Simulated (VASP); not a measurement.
Runs of VASP 6.6.1 on AlNi. The structure is that of space group P4/mmm (No. 123), or close to it. The cells are those of the table. 

```tsv
cell	gap on the mesh (eV)	pressure (GPa)	moment (μB)
a = 2.788, b = 2.788, c = 3.140 Å, angles 90.0, 90.0, 90.4°, 2 atoms	none	(a)	0.00
a = 2.705, b = 2.705, c = 3.047 Å, angles 90.0, 90.0, 90.4°, 2 atoms	none	10.7	0.00
a = 2.734, b = 2.734, c = 3.079 Å, angles 90.0, 90.0, 90.4°, 2 atoms	none	4.3	0.00
a = 2.761, b = 2.761, c = 3.110 Å, angles 90.0, 90.0, 90.4°, 2 atoms	none	-1.1	0.00
```

Alike in all rows: task single point; level r2SCAN; potentials or basis VASP PAW PBE potentials, release 64 (Al, Ni); spin collinear, ferromagnetic start; k mesh 10 × 10 × 9; cutoff (eV) 520; smearing fermi-dirac 0.1 eV.

Task: Estimate the missing entries.

Result: (a) -5.8.

Caveats: the PAW data sets were made with another functional, which shifts forces and pressure a little.

A gap of «none» marks levels without a gap at the run's occupations.
